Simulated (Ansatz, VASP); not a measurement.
Mo in VASP and in Ansatz

```
Mo
1.0
     0.00000    1.94546    1.94546
     1.94546    0.00000    1.94546
     1.94546    1.94546    0.00000
Mo
1
Direct
  0.00000 0.00000 0.00000
```

Alike in both runs: task single point; functional PBE; k mesh 10 × 10 × 10; occupations fermi-dirac, width 0.15 eV; no spin polarisation.

|  | VASP | Ansatz |
| --- | --- | --- |
| version | VASP 6.6.1 | Ansatz 0.2.0 |
| potentials or method | VASP PAW PBE potentials, release 64 (Mo_sv), cutoff 520 eV | plane waves, PAW |
| valence electrons in the cell | 14 | 14 |

```csv
,VASP,Ansatz,Ansatz less VASP
pressure (GPa),24.9,24.2,-0.70
```
